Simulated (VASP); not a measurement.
# NaP2 (P6/mmm) in VASP: further runs

The runs below take NaP2 through single point, relaxation of cell and atoms, with PBE.

All numbers are computed with VASP 6.6.1; they aren't measurements. Logs are shortened: lines on timing, memory, paths and dates and some standing lists are left out, and cuts for length are marked.

## 1. The cell of the first run

The structure is hexagonal, space group P6/mmm (No. 191). Conventional cell: a = 4.428 Å, b = 4.428 Å, c = 3.111 Å, α = 90.00°, β = 90.00°, γ = 120.00°. Na (site symmetry 6/mmm) has 12 P at 2.99 Å and 2 Na at 3.11 Å within 3.9 Å. P (site symmetry -6m2) has 5 P at 2.56 to 3.11 Å and 6 Na at 2.99 Å within 3.4 Å.

The cell was generated, and may not be a known phase.

## 2. Single point, PBE

The input, INCAR:

```
ALGO = Normal ; EDIFF = 1E-6
ENCUT = 520 ; GGA = PE
ISIF = 2 ; ISMEAR = 0
LASPH = True ; LCHARG = False
LREAL = False ; LWAVE = False
NBANDS = 16 ; NELM = 60
PREC = Accurate ; SIGMA = 0.1
```

The input, KPOINTS:

```
k-points
0
Gamma
  6 6 6
```

The input, POSCAR:

```
NaP2
1.0
    4.4276960840     -0.0000000027      0.0000000000
   -2.2138480397      3.8344972903      0.0000000000
    0.0000000000      0.0000000000      3.1114932893
Na P
1 2
Direct
    0.0000000000      0.0000000000      0.0000000000
    0.3333333333      0.6666666667      0.5000000000
    0.6666666667      0.3333333333      0.5000000000
```

Potentials or basis: VASP PAW PBE potentials, release 64 (Na_pv, P).

Launch:

```bash
$ cat potpaw_PBE.64/Na_pv/POTCAR potpaw_PBE.64/P/POTCAR > POTCAR
$ mpirun -np 1 vasp_std > vasp.out
```

OUTCAR:

```text
EDIFF = 1E-6
   ENCUT = 520
   GGA = PE
   ISIF = 2
   ISMEAR = 0
   LASPH = True
   LREAL = False
   NELM = 60
   PREC = Accurate

 ion  position               nearest neighbor table
   1  0.000  0.000  0.000-
   2  0.333  0.667  0.500-   3 2.56   3 2.56   3 2.56
   3  0.667  0.333  0.500-   2 2.56   2 2.56   2 2.56

  LATTYP: Found a hexagonal cell.
 ALAT       =     4.4276960840
 C/A-ratio  =     0.7027341602

  Lattice vectors:

 A1 = (   4.4276960840,  -0.0000000027,   0.0000000000)
 A2 = (  -2.2138480397,   3.8344972903,   0.0000000000)
 A3 = (   0.0000000000,   0.0000000000,   3.1114932893)

Analysis of symmetry for initial positions (statically):
=====================================================================
 Subroutine PRICEL returns:
 Original cell was already a primitive cell.

 Routine SETGRP: Setting up the symmetry group for a
 hexagonal supercell.

 Subroutine GETGRP returns: Found 24 space group operations
 (whereof 24 operations were pure point group operations)
 out of a pool of 24 trial point group operations.

The static configuration has the point symmetry D_6h.

Analysis of symmetry for dynamics (positions and initial velocities):
=====================================================================
 Subroutine PRICEL returns:
 Original cell was already a primitive cell.

 Routine SETGRP: Setting up the symmetry group for a
 hexagonal supercell.

 Subroutine GETGRP returns: Found 24 space group operations
 (whereof 24 operations were pure point group operations)
 out of a pool of 24 trial point group operations.

The dynamic configuration has the point symmetry D_6h.

 Subroutine INISYM returns: Found 24 space group operations
 (whereof 24 operations are pure point group operations),
 and found     1 'primitive' translations

----------------------------------------------------------------------------------------

                                     Primitive cell

  volume of cell :      52.8269

  direct lattice vectors                    reciprocal lattice vectors
     4.427696084 -0.000000003  0.000000000     0.225851093  0.130395189  0.000000000
    -2.213848040  3.834497290  0.000000000     0.000000000  0.260790379  0.000000000
     0.000000000  0.000000000  3.111493289     0.000000000  0.000000000  0.321389091

  length of vectors
     4.427696084  4.427696084  3.111493289     0.260790379  0.260790379  0.321389091

[... 83 lines left out ...]
   LREAL  =      F    real-space projection
   EDIFFG = 0.1E-04   stopping-criterion for IOM
   NSW    =      0    number of steps for IOM
   IBRION =     -1    ionic relax: 0-MD 1-quasi-New 2-CG
   NFREE  =      0    steps in history (QN), initial steepest desc. (CG)
   ISIF   =      2    stress and relaxation
   ISYM   =      2    0-nonsym 1-usesym 2-fastsym
   POTIM  = 0.5000    time-step for ionic-motion
   TEBEG  =    0.0;   TEEND  =   0.0 temperature during run
   PSTRESS=    0.0 pullay stress
   NELECT =      17.0000    total number of electrons
   NUPDOWN=      -1.0000    fix difference up-down
   EMIN   =  10.00;   EMAX   =-10.00  energy-range for DOS
   EFERMI =   0.00;   METHOD = LEGACY
   ISMEAR =     0;   SIGMA  =   0.10  broadening in eV -4-tet -1-fermi 0-gaus
   EFERMI_NEDOS =   21; number of points for ismear=-14 and -15
   IALGO  =     38    algorithm
   IMIX   =      4    mixing-type and parameters
     AMIX     =   0.40;   BMIX     =  1.00
     AMIX_MAG =   1.60;   BMIX_MAG =  1.00
  volume/ion in A,a.u.               =      17.61       118.83
  Fermi-wavevector in a.u.,A,eV,Ry     =   1.121862  2.120012 17.123943  1.258574
  Thomas-Fermi vector in A             =   2.258518
   LORBIT       =      0    0 simple, 1 ext, 2 COOP (PROOUT), +10 PAW based schemes
   GGA     = PE    functional components
   LHFCALC =     F    Hartree Fock is set to
   AEXX    =    0.0000 exact exchange contribution
   IVDW    =     0    specifies the selected vdW correction
   LEPSILON=     F    determine dielectric tensor
   LRPA    =     F    only Hartree local field effects (RPA)
 non-spin polarized calculation
 Gauss-broadening in eV      SIGMA  =   0.10
  energy-cutoff  :      520.00
  volume of cell :       52.83
 maximum number of plane-waves:      1440
 NGX is ok and might be reduce to    36
   NGX = 17   NGY = 17   NGZ = 11

 number of electron      17.0000013 magnetization

 Free energy of the ion-electron system (eV)
  ---------------------------------------------------
  ext. energy  EPLUGINS =         0.00000000
  ---------------------------------------------------
  free energy    TOTEN  =       -11.54487676 eV

  energy without entropy =      -11.54430934  energy(sigma->0) =      -11.54459305

 E-fermi :   5.6921     XC(G=0):  -9.9101

 val. band max:        5.5364921800   @ k =   0.1667  -0.0000   0.3333
 cond. band min:       5.8373035749   @ k =   0.1667  -0.0000   0.0000
 fundamental gap:      0.3008113949
 Fermi energy:         5.6921473739

 k-point     1 :       0.0000    0.0000    0.0000
  band No.  band energies     occupation
      1     -18.3528      2.00000
      2     -18.3528      2.00000
      3     -18.3404      2.00000
      4      -7.7719      2.00000
      5      -1.3908      2.00000
      6       1.3328      2.00000
[... 433 lines left out ...]
      3     -18.3375      2.00000
      4      -5.4873      2.00000
      5      -2.5217      2.00000
      6       0.6042      2.00000
[... 8 lines left out ...]
     15      14.7499      0.00000
     16      15.2265      0.00000

 [... further k-points ...]

------------------------ aborting loop because EDIFF is reached ----------------------------------------

  FORCE on cell =-STRESS in cart. coord.  units (eV):
  Direction    XX          YY          ZZ          XY          YZ          ZX
  --------------------------------------------------------------------------------------
  -------------------------------------------------------------------------------------
  Total       -0.0235868     -0.0235868      0.0433573      0.0000000     -0.0000000      0.0000000
  in kB       -0.7153607     -0.7153607      1.3149760      0.0000000     -0.0000000      0.0000000
  external PRESSURE =      -0.0385818 kB  Pullay stress =       0.0000000 kB

 VOLUME and BASIS-vectors are now :
 -----------------------------------------------------------------------------
  energy-cutoff  :      520.00
  volume of cell :       52.83
      direct lattice vectors                 reciprocal lattice vectors
     4.427696084 -0.000000003  0.000000000     0.225851093  0.130395189  0.000000000
    -2.213848040  3.834497290  0.000000000     0.000000000  0.260790379  0.000000000
     0.000000000  0.000000000  3.111493289     0.000000000  0.000000000  0.321389091

 POSITION                                       TOTAL-FORCE (eV/Angst)
 -----------------------------------------------------------------------------------
      0.00000      0.00000      0.00000        -0.000000     -0.000000      0.000000
      0.00000      2.55633      1.55575         0.000000      0.000000      0.000000
      2.21385      1.27817      1.55575        -0.000000     -0.000000      0.000000
 -----------------------------------------------------------------------------------
    total drift:                               -0.000000     -0.000000     -0.000000

  FREE ENERGIE OF THE ION-ELECTRON SYSTEM (eV)
  ---------------------------------------------------
  free  energy   TOTEN  =       -11.5448767647 eV

  energy  without entropy=      -11.5443093400  energy(sigma->0) =      -11.54459305
```

OSZICAR:

```text
N       E                     dE             d eps       ncg     rms          rms(c)
DAV:   1     0.909305205403E+02    0.90931E+02   -0.77490E+03   904   0.101E+03
DAV:   2    -0.597514654228E+01   -0.96906E+02   -0.91239E+02   984   0.270E+02
DAV:   3    -0.115236631381E+02   -0.55485E+01   -0.54942E+01  1200   0.567E+01
DAV:   4    -0.116063685971E+02   -0.82705E-01   -0.82673E-01  1024   0.731E+00
DAV:   5    -0.116083095478E+02   -0.19410E-02   -0.19409E-02  1280   0.112E+00    0.468E+00
DAV:   6    -0.115669808495E+02    0.41329E-01   -0.16814E-02  1200   0.131E+00    0.276E+00
DAV:   7    -0.115448954489E+02    0.22085E-01   -0.32321E-02  1208   0.159E+00    0.130E-01
DAV:   8    -0.115448971216E+02   -0.16727E-05   -0.28901E-03  1088   0.569E-01    0.422E-02
DAV:   9    -0.115448767194E+02    0.20402E-04   -0.89528E-05  1232   0.133E-01    0.268E-02
DAV:  10    -0.115448766167E+02    0.10262E-06   -0.10894E-05  1320   0.410E-02    0.379E-03
DAV:  11    -0.115448767647E+02   -0.14794E-06   -0.17364E-06   960   0.112E-02
   1 F= -.11544877E+02 E0= -.11544593E+02  d E =-.567425E-03
```

stdout:

```text
POSCAR found type information on POSCAR NaP
 POSCAR found :  2 types and       3 ions
 scaLAPACK will be used
 LDA part: xc-table for (Slater+PW92), standard interpolation
 POSCAR, INCAR and KPOINTS ok, starting setup
 FFT: planning ... GRIDC
 FFT: planning ... GRID_SOFT
 FFT: planning ... GRID
 WAVECAR not read
 entering main loop
```

It took 7.2 s on 1 thread of Intel Xeon 6975P-C (Granite Rapids), shared host; peak memory 0.17 GiB.

What came out:

* Free energy: -11.5449 eV
* Pressure: 0.0 GPa
* Band gap on the k mesh: zero (an odd number of electrons rules out a gap without spin polarisation)

Stress tensor (GPa, compression positive):
```
-0.07  0.00  0.00
 0.00 -0.07  0.00
 0.00  0.00  0.13
```

Caveat: an odd number of electrons without spin polarisation forces a metal; a magnetic or distorted state may lie lower.

## 3. Single point, PBE

This run uses another cell than the first one, of 20.65 Å³/atom.

The input, INCAR:

```
PREC = Accurate
ENCUT = 520
EDIFF = 1E-7
ISMEAR = 0
SIGMA = 0.1
LREAL = F
LASPH = T
NELM = 100
ALGO = Normal
ISIF = 2
LWAVE = F
LCHARG = F
GGA = PE
NBANDS = 16
```

The input, KPOINTS:

```
Automatic mesh
0
Gamma
  6 6 6
```

The input, POSCAR:

```
NaP2
1.0
    4.7227565300      0.0000000000      0.0000000000
   -2.3613782600      4.0900271300      0.0000000000
    0.0000000000      0.0000000000      3.2075932500
Na P
1 2
Direct
    0.0000000000      0.0000000000      0.0000000000
    0.3333333300      0.6666666700      0.5000000000
    0.6666666700      0.3333333300      0.5000000000
```

Potentials or basis: VASP PAW PBE potentials, release 64 (Na_pv, P).

Launch:

```bash
$ cat potpaw_PBE.64/Na_pv/POTCAR potpaw_PBE.64/P/POTCAR > POTCAR
$ mpirun -np 1 vasp_std > vasp.out
```

OUTCAR:

```text
PREC = Accurate
   ENCUT = 520
   EDIFF = 1E-7
   ISMEAR = 0
   LREAL = F
   LASPH = T
   NELM = 100
   ISIF = 2
   GGA = PE

 ion  position               nearest neighbor table
   1  0.000  0.000  0.000-
   2  0.333  0.667  0.500-   3 2.73   3 2.73   3 2.73
   3  0.667  0.333  0.500-   2 2.73   2 2.73   2 2.73

  LATTYP: Found a hexagonal cell.
 ALAT       =     4.7227565300
 C/A-ratio  =     0.6791781938

  Lattice vectors:

 A1 = (   4.7227565300,   0.0000000000,   0.0000000000)
 A2 = (  -2.3613782600,   4.0900271300,   0.0000000000)
 A3 = (   0.0000000000,   0.0000000000,   3.2075932500)

Analysis of symmetry for initial positions (statically):
=====================================================================
 Subroutine PRICEL returns:
 Original cell was already a primitive cell.

 Routine SETGRP: Setting up the symmetry group for a
 hexagonal supercell.

 Subroutine GETGRP returns: Found 24 space group operations
 (whereof 24 operations were pure point group operations)
 out of a pool of 24 trial point group operations.

The static configuration has the point symmetry D_6h.

Analysis of symmetry for dynamics (positions and initial velocities):
=====================================================================
 Subroutine PRICEL returns:
 Original cell was already a primitive cell.

 Routine SETGRP: Setting up the symmetry group for a
 hexagonal supercell.

 Subroutine GETGRP returns: Found 24 space group operations
 (whereof 24 operations were pure point group operations)
 out of a pool of 24 trial point group operations.

The dynamic configuration has the point symmetry D_6h.

[... 113 lines left out ...]
   EMIN   =  10.00;   EMAX   =-10.00  energy-range for DOS
   EFERMI =   0.00;   METHOD = LEGACY
   ISMEAR =     0;   SIGMA  =   0.10  broadening in eV -4-tet -1-fermi 0-gaus
   EFERMI_NEDOS =   21; number of points for ismear=-14 and -15
   IALGO  =     38    algorithm
   IMIX   =      4    mixing-type and parameters
     AMIX     =   0.40;   BMIX     =  1.00
     AMIX_MAG =   1.60;   BMIX_MAG =  1.00
  volume/ion in A,a.u.               =      20.65       139.37
  Fermi-wavevector in a.u.,A,eV,Ry     =   1.063794  2.010279 15.397132  1.131657
  Thomas-Fermi vector in A             =   2.199291
   LORBIT       =      0    0 simple, 1 ext, 2 COOP (PROOUT), +10 PAW based schemes
   GGA     = PE    functional components
   LHFCALC =     F    Hartree Fock is set to
   AEXX    =    0.0000 exact exchange contribution
   IVDW    =     0    specifies the selected vdW correction
   LEPSILON=     F    determine dielectric tensor
   LRPA    =     F    only Hartree local field effects (RPA)
 non-spin polarized calculation
 Gauss-broadening in eV      SIGMA  =   0.10
  energy-cutoff  :      520.00
  volume of cell :       61.96
 maximum number of plane-waves:      1684
 NGX is ok and might be reduce to    36
   NGX = 17   NGY = 17   NGZ = 11

 number of electron      17.0000007 magnetization

 Free energy of the ion-electron system (eV)
  ---------------------------------------------------
  ext. energy  EPLUGINS =         0.00000000
  ---------------------------------------------------
  free energy    TOTEN  =       -11.29371226 eV

  energy without entropy =      -11.29312790  energy(sigma->0) =      -11.29342008

 E-fermi :   4.1514     XC(G=0):  -9.2536

 val. band max:        3.9943690089   @ k =   0.0000   0.0000   0.1667
 cond. band min:       4.3052115916   @ k =   0.3333   0.3333   0.1667
 fundamental gap:      0.3108425827
 Fermi energy:         4.1514355795

 k-point     1 :       0.0000    0.0000    0.0000
  band No.  band energies     occupation
      1     -19.8858      2.00000
      2     -19.8729      2.00000
      3     -19.8729      2.00000
      4      -8.1752      2.00000
      5      -3.3739      2.00000
      6       0.4998      2.00000
[... 433 lines left out ...]
      3     -19.8625      2.00000
      4      -6.2287      2.00000
      5      -3.8501      2.00000
      6      -0.0841      2.00000
[... 8 lines left out ...]
     15      12.5839      0.00000
     16      13.1805      0.00000

 [... further k-points ...]

------------------------ aborting loop because EDIFF is reached ----------------------------------------

  FORCE on cell =-STRESS in cart. coord.  units (eV):
  Direction    XX          YY          ZZ          XY          YZ          ZX
  --------------------------------------------------------------------------------------
  -------------------------------------------------------------------------------------
  Total       -3.3459628     -3.3459628     -1.3632714     -0.0000000      0.0000000      0.0000000
  in kB      -86.5228182    -86.5228182    -35.2526588     -0.0000001      0.0000000      0.0000000
  external PRESSURE =     -69.4327651 kB  Pullay stress =       0.0000000 kB

 VOLUME and BASIS-vectors are now :
 -----------------------------------------------------------------------------
  energy-cutoff  :      520.00
  volume of cell :       61.96
      direct lattice vectors                 reciprocal lattice vectors
     4.722756530  0.000000000  0.000000000     0.211740748  0.122248578  0.000000000
    -2.361378260  4.090027130  0.000000000     0.000000000  0.244497156  0.000000000
     0.000000000  0.000000000  3.207593250     0.000000000  0.000000000  0.311760227

 POSITION                                       TOTAL-FORCE (eV/Angst)
 -----------------------------------------------------------------------------------
      0.00000      0.00000      0.00000        -0.000000      0.000000      0.000000
     -0.00000      2.72668      1.60380         0.000000     -0.000000      0.000000
      2.36138      1.36334      1.60380        -0.000000      0.000000      0.000000
 -----------------------------------------------------------------------------------
    total drift:                               -0.000000      0.000000     -0.000000

  FREE ENERGIE OF THE ION-ELECTRON SYSTEM (eV)
  ---------------------------------------------------
  free  energy   TOTEN  =       -11.2937122585 eV

  energy  without entropy=      -11.2931278990  energy(sigma->0) =      -11.29342008
```

OSZICAR:

```text
N       E                     dE             d eps       ncg     rms          rms(c)
DAV:   1     0.832207031949E+02    0.83221E+02   -0.76085E+03   912   0.965E+02
DAV:   2    -0.586377737299E+01   -0.89084E+02   -0.84066E+02  1000   0.243E+02
DAV:   3    -0.112602136086E+02   -0.53964E+01   -0.53265E+01  1200   0.549E+01
DAV:   4    -0.113501356851E+02   -0.89922E-01   -0.89872E-01  1080   0.755E+00
DAV:   5    -0.113524663652E+02   -0.23307E-02   -0.23306E-02  1232   0.120E+00    0.340E+00
DAV:   6    -0.113148527107E+02    0.37614E-01   -0.14745E-02  1192   0.114E+00    0.198E+00
DAV:   7    -0.112936169587E+02    0.21236E-01   -0.29062E-02  1208   0.136E+00    0.141E-01
DAV:   8    -0.112937158080E+02   -0.98849E-04   -0.26732E-03  1096   0.502E-01    0.689E-02
DAV:   9    -0.112937152556E+02    0.55233E-06   -0.69379E-05  1280   0.909E-02    0.892E-03
DAV:  10    -0.112937118667E+02    0.33889E-05   -0.15262E-05  1200   0.497E-02    0.301E-03
DAV:  11    -0.112937121639E+02   -0.29721E-06   -0.16850E-06  1192   0.999E-03    0.132E-03
DAV:  12    -0.112937122661E+02   -0.10215E-06   -0.72787E-08   856   0.254E-03    0.578E-04
DAV:  13    -0.112937122585E+02    0.75886E-08   -0.20901E-08   648   0.173E-03
   1 F= -.11293712E+02 E0= -.11293420E+02  d E =-.584359E-03
```

Wall time 8.7 s (1 thread of Intel Xeon 6975P-C (Granite Rapids), shared host); peak memory 0.17 GiB.

What came out:

```yaml
Free_energy: -11.2937 eV
Pressure: -6.9 GPa
Band_gap_on_the_k_mesh: zero (an odd number of electrons rules out a gap without spin polarisation)
```

Stress tensor (GPa, compression positive):
```
-8.65  0.00  0.00
 0.00 -8.65  0.00
 0.00  0.00 -3.53
```

Caveat: the stress differs along the axes, from -9 to -4 GPa; an odd number of electrons without spin polarisation forces a metal; a magnetic or distorted state may lie lower.

(Continued in part 2 of 3.)

The gap in the log of VASP goes by the Fermi energy; the results here count the filled bands.